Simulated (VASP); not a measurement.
# Ge (Pm-3n) in VASP: notebook, part 2 of 2

VASP 6.6.1. The steps go on from the part before.

### Step 4. Relaxation of cell and atoms, PBEsol

This run uses another cell than the first one, of 19.24 Å³/atom.

INCAR

```
PREC = Accurate
ENCUT = 600
EDIFF = 1E-6
ISMEAR = -1
SIGMA = 0.1
LREAL = False
LASPH = True
NELM = 60
ALGO = Normal
ISIF = 3
LWAVE = False
LCHARG = False
GGA = PS
IBRION = 2
NSW = 80
EDIFFG = -0.01
```

KPOINTS

```
Automatic mesh
0
Gamma
  5 5 5
```

POSCAR

```
Ge
1.0
    5.3590374343      0.0000000000      0.0000000000
    0.0000000000      5.3590374343      0.0000000000
    0.0000000000      0.0000000000      5.3590374343
Ge
8
Direct
    0.0000000000      0.0000000000      0.0000000000
    0.5000000000      0.5000000000      0.5000000000
    0.2500000000      0.0000000000      0.5000000000
    0.7500000000      0.0000000000      0.5000000000
    0.5000000000      0.2500000000      0.0000000000
    0.5000000000      0.7500000000      0.0000000000
    0.0000000000      0.5000000000      0.2500000000
    0.0000000000      0.5000000000      0.7500000000
```

Potentials or basis: VASP PAW PBE potentials, release 64 (Ge_d).

Launch:

```console
$ cat potpaw_PBE.64/Ge_d/POTCAR > POTCAR
$ mpirun -np 1 vasp_std > vasp.out
```

OUTCAR:

```text
PREC = Accurate
   ENCUT = 600
   EDIFF = 1E-6
   ISMEAR = -1
   LREAL = False
   LASPH = True
   NELM = 60
   ISIF = 3
   GGA = PS
   IBRION = 2
   NSW = 80
   EDIFFG = -0.01

 ion  position               nearest neighbor table
   1  0.000  0.000  0.000-
   2  0.500  0.500  0.500-
   3  0.250  0.000  0.500-   4 2.68   4 2.68
   4  0.750  0.000  0.500-   3 2.68   3 2.68
   5  0.500  0.250  0.000-   6 2.68   6 2.68
   6  0.500  0.750  0.000-   5 2.68   5 2.68
   7  0.000  0.500  0.250-   8 2.68   8 2.68
   8  0.000  0.500  0.750-   7 2.68   7 2.68

  LATTYP: Found a simple cubic cell.
 ALAT       =     5.3590374343

  Lattice vectors:

 A1 = (   5.3590374343,   0.0000000000,   0.0000000000)
 A2 = (   0.0000000000,   5.3590374343,   0.0000000000)
 A3 = (   0.0000000000,   0.0000000000,   5.3590374343)

Analysis of symmetry for initial positions (statically):
=====================================================================
 Subroutine PRICEL returns:
 Original cell was already a primitive cell.

 Routine SETGRP: Setting up the symmetry group for a
 simple cubic supercell.

 Subroutine GETGRP returns: Found 48 space group operations
 (whereof 24 operations were pure point group operations)
 out of a pool of 48 trial point group operations.

The static configuration has the point symmetry T_h .
 The point group associated with its full space group is O_h .

Analysis of symmetry for dynamics (positions and initial velocities):
=====================================================================
 Subroutine PRICEL returns:
 Original cell was already a primitive cell.

 Routine SETGRP: Setting up the symmetry group for a
 simple cubic supercell.

 Subroutine GETGRP returns: Found 48 space group operations
 (whereof 24 operations were pure point group operations)
 out of a pool of 48 trial point group operations.

The dynamic configuration has the point symmetry T_h .
 The point group associated with its full space group is O_h .

 Subroutine INISYM returns: Found 48 space group operations
 (whereof 24 operations are pure point group operations),
 and found     1 'primitive' translations

----------------------------------------------------------------------------------------

                                     Primitive cell

  volume of cell :     153.9077

  direct lattice vectors                    reciprocal lattice vectors
     5.359037434  0.000000000  0.000000000     0.186600675  0.000000000  0.000000000
     0.000000000  5.359037434  0.000000000     0.000000000  0.186600675  0.000000000
     0.000000000  0.000000000  5.359037434     0.000000000  0.000000000  0.186600675

  length of vectors
     5.359037434  5.359037434  5.359037434     0.186600675  0.186600675  0.186600675

  position of ions in fractional coordinates (direct lattice)
     0.000000000  0.000000000  0.000000000
     0.500000000  0.500000000  0.500000000
     0.250000000  0.000000000  0.500000000
     0.750000000  0.000000000  0.500000000
     0.500000000  0.250000000  0.000000000
     0.500000000  0.750000000  0.000000000
     0.000000000  0.500000000  0.250000000
     0.000000000  0.500000000  0.750000000

  ion indices of the primitive-cell ions
   primitive index   ion index
                 1           1
                 2           2
                 3           3
                 4           4
                 5           5
                 6           6
                 7           7
                 8           8

----------------------------------------------------------------------------------------

 KPOINTS: Automatic mesh

Automatic generation of k-mesh.
 Grid dimensions read from file:
 generate k-points for:    5    5    5

 Generating k-lattice:

  Cartesian coordinates                     Fractional coordinates (reciprocal lattice)
     0.037320135  0.000000000  0.000000000     0.200000000  0.000000000  0.000000000
     0.000000000  0.037320135  0.000000000     0.000000000  0.200000000  0.000000000
     0.000000000  0.000000000  0.037320135     0.000000000  0.000000000  0.200000000

  Length of vectors
     0.037320135  0.037320135  0.037320135

  Shift w.r.t. Gamma in fractional coordinates (k-lattice)
     0.000000000  0.000000000  0.000000000

 Subroutine IBZKPT returns following result:
 ===========================================

 Found     10 irreducible k-points:

 Following reciprocal coordinates:
            Coordinates               Weight
  0.000000  0.000000  0.000000      1.000000
  0.200000  0.000000  0.000000      6.000000
  0.400000  0.000000  0.000000      6.000000
  0.200000  0.200000  0.000000     12.000000
  0.400000  0.200000  0.000000     24.000000
  0.400000  0.400000  0.000000     12.000000
  0.200000  0.200000  0.200000      8.000000
  0.400000  0.200000  0.200000     24.000000
  0.400000  0.400000  0.200000     24.000000
  0.400000  0.400000  0.400000      8.000000
   k-points           NKPTS =     10   k-points in BZ     NKDIM =     10   number of bands    NBANDS=     67
   number of dos      NEDOS =    301   number of ions     NIONS =      8
   total plane-waves  NPLWV = 110592
   dimension x,y,z NGX =    48 NGY =   48 NGZ =   48
   dimension x,y,z NGXF=    96 NGYF=   96 NGZF=   96
   ions per type =               8
   NGX,Y,Z   is equivalent  to a cutoff of  14.89, 14.89, 14.89 a.u.
   NGXF,Y,Z  is equivalent  to a cutoff of  29.78, 29.78, 29.78 a.u.
 SYSTEM =  unknown system
   PREC   = accura    normal or accurate (medium, high low for compatibility)
   ISTART =      0    job   : 0-new  1-cont  2-samecut
   ICHARG =      2    charge: 1-file 2-atom 10-const
   ISPIN  =      1    spin polarized calculation?
   LNONCOLLINEAR =      F non collinear calculations
   LSORBIT =      F    spin-orbit coupling
   LASPH  =      T    aspherical Exc in radial PAW
   ENCUT  =  600.0 eV  44.10 Ry    6.64 a.u.  10.70 10.70 10.70*2*pi/ulx,y,z
   NELM   =     60;   NELMIN=  2; NELMDL= -5     # of ELM steps
   EDIFF  = 0.1E-05   stopping-criterion for ELM
   LREAL  =      F    real-space projection
   EDIFFG = -.1E-01   stopping-criterion for IOM
   NSW    =     80    number of steps for IOM
   IBRION =      2    ionic relax: 0-MD 1-quasi-New 2-CG
   NFREE  =      1    steps in history (QN), initial steepest desc. (CG)
   ISIF   =      3    stress and relaxation
   ISYM   =      2    0-nonsym 1-usesym 2-fastsym
   POTIM  = 0.5000    time-step for ionic-motion
   TEBEG  =    0.0;   TEEND  =   0.0 temperature during run
   PSTRESS=    0.0 pullay stress
   NELECT =     112.0000    total number of electrons
   NUPDOWN=      -1.0000    fix difference up-down
   EMIN   =  10.00;   EMAX   =-10.00  energy-range for DOS
   EFERMI =   0.00;   METHOD = LEGACY
   ISMEAR =    -1;   SIGMA  =   0.10  broadening in eV -4-tet -1-fermi 0-gaus
   EFERMI_NEDOS =   21; number of points for ismear=-14 and -15
   IALGO  =     38    algorithm
   IMIX   =      4    mixing-type and parameters
     AMIX     =   0.40;   BMIX     =  1.00
     AMIX_MAG =   1.60;   BMIX_MAG =  1.00
  volume/ion in A,a.u.               =      19.24       129.83
  Fermi-wavevector in a.u.,A,eV,Ry     =   1.472518  2.782656 29.501652  2.168310
  Thomas-Fermi vector in A             =   2.587523
   LORBIT       =      0    0 simple, 1 ext, 2 COOP (PROOUT), +10 PAW based schemes
   GGA     = PS    functional components
   LHFCALC =     F    Hartree Fock is set to
   AEXX    =    0.0000 exact exchange contribution
   IVDW    =     0    specifies the selected vdW correction
   LEPSILON=     F    determine dielectric tensor
   LRPA    =     F    only Hartree local field effects (RPA)
 conjugate gradient relaxation of ions
 non-spin polarized calculation
  energy-cutoff  :      600.00
  volume of cell :      153.91
 maximum number of plane-waves:      5165
 NGX is ok and might be reduce to    48
   NGX = 21   NGY = 21   NGZ = 21

--------------------------------------- Ionic step        1  -------------------------------------------

 number of electron     111.9999924 magnetization

 Free energy of the ion-electron system (eV)
  ---------------------------------------------------
  ext. energy  EPLUGINS =         0.00000000
  ---------------------------------------------------
  free energy    TOTEN  =       -36.98316485 eV

  energy without entropy =      -36.83131774  energy(sigma->0) =      -36.90724129

------------------------ aborting loop because EDIFF is reached ----------------------------------------

  FORCE on cell =-STRESS in cart. coord.  units (eV):
  Direction    XX          YY          ZZ          XY          YZ          ZX
  --------------------------------------------------------------------------------------
  -------------------------------------------------------------------------------------
  Total       -1.2491650     -1.2491650     -1.2491650      0.0000000      0.0000000      0.0000000
  in kB      -13.0037924    -13.0037924    -13.0037924      0.0000000      0.0000000      0.0000000
  external PRESSURE =     -13.0037924 kB  Pullay stress =       0.0000000 kB
[... 69 lines left out ...]
  energy  without entropy=      -36.8350494630  energy(sigma->0) =      -36.91279652

--------------------------------------- Ionic step        3  -------------------------------------------

 number of electron     111.9999947 magnetization

 Free energy of the ion-electron system (eV)
  ---------------------------------------------------
  ext. energy  EPLUGINS =         0.00000000
  ---------------------------------------------------
  free energy    TOTEN  =       -36.99188212 eV

  energy without entropy =      -36.83758916  energy(sigma->0) =      -36.91473564

 E-fermi :   6.6011     XC(G=0): -11.4068

 val. band max:        6.5993680070   @ k =   0.0000   0.0000   0.0000
 cond. band min:       6.6253275266   @ k =   0.4000   0.2000   0.2000
 fundamental gap:      0.0259595196
 Fermi energy:         6.6011325546

 k-point     1 :       0.0000    0.0000    0.0000
  band No.  band energies     occupation
      1     -18.1426      2.00000
      2     -18.1375      2.00000
      3     -18.1375      2.00000
      4     -18.0721      2.00000
      5     -18.0721      2.00000
      6     -18.0721      2.00000
[... 724 lines left out ...]
  FREE ENERGIE OF THE ION-ELECTRON SYSTEM (eV)
  ---------------------------------------------------
  free  energy   TOTEN  =       -36.9918821207 eV

  energy  without entropy=      -36.8375891577  energy(sigma->0) =      -36.91473564

 reached required accuracy - stopping structural energy minimisation
```

Run time: 15 min. Hardware: 1 thread of Intel Xeon 8259CL, shared host; peak memory 0.38 GiB.

Results:

```yaml
Free_energy: -36.9919 eV
Relaxed_volume: 18.94 Å³/atom
Relaxed_cell: a = 5.332 Å, b = 5.332 Å, c = 5.332 Å, α = 90.00°, β = 90.00°, γ = 90.00°
Space_group_after_relaxing_to_0.1_Å: Pm-3n (No. 223)
Energy_gained_by_relaxing: 1.1 meV/atom
Ionic_steps: 3
Pressure_after_relaxing: 0.0 GPa
Band_gap_on_the_k_mesh: zero (bands 56 and 57 overlap by 1.87 eV)
```

The path:
```
step  energy change (eV)  largest force (eV/Å)  pressure (GPa)  volume (Å³)
   1              0.0000                0.0000           -1.30       153.91
   2             -0.0074                0.0000            0.48       150.46
   3             -0.0087                0.0000           -0.01       151.56
```

Final structure:
```cif
data_structure
_symmetry_space_group_name_H-M 'P 1'
_symmetry_Int_Tables_number 1
_cell_length_a 5.3316
_cell_length_b 5.3316
_cell_length_c 5.3316
_cell_angle_alpha 90.000
_cell_angle_beta 90.000
_cell_angle_gamma 90.000
_cell_volume 151.56
loop_
_atom_site_label
_atom_site_type_symbol
_atom_site_fract_x
_atom_site_fract_y
_atom_site_fract_z
_atom_site_occupancy
Ge1 Ge 0.00000 0.00000 0.00000 1
Ge2 Ge 0.50000 0.50000 0.50000 1
Ge3 Ge 0.25000 0.00000 0.50000 1
Ge4 Ge 0.75000 0.00000 0.50000 1
Ge5 Ge 0.50000 0.25000 0.00000 1
Ge6 Ge 0.50000 0.75000 0.00000 1
Ge7 Ge 0.00000 0.50000 0.25000 1
Ge8 Ge 0.00000 0.50000 0.75000 1
```

Caveat: the PAW data sets were made with another functional, which shifts forces and pressure a little.

### Step 5. Summary

```csv
task,cell,k mesh,cutoff (eV),gap on the mesh (eV),pressure (GPa)
single point,"a = 5.329 Å, 8 atoms",5 × 5 × 5,520,none,-0.1
single point,"a = 5.329 Å, 8 atoms",7 × 7 × 7,520,none,-0.5
relaxation of cell and atoms,"relaxed from a = 5.359 Å, 8 atoms",5 × 5 × 5,600,none,0.0
```

Alike in all rows: level PBEsol; potentials or basis VASP PAW PBE potentials, release 64 (Ge_d); no spin polarisation; smearing fermi-dirac 0.1 eV.

Caveats: the PAW data sets were made with another functional, which shifts forces and pressure a little.

Absolute energies hang on the potentials; compare differences alone.

The gap in the log of VASP goes by the Fermi energy; the results here count the filled bands.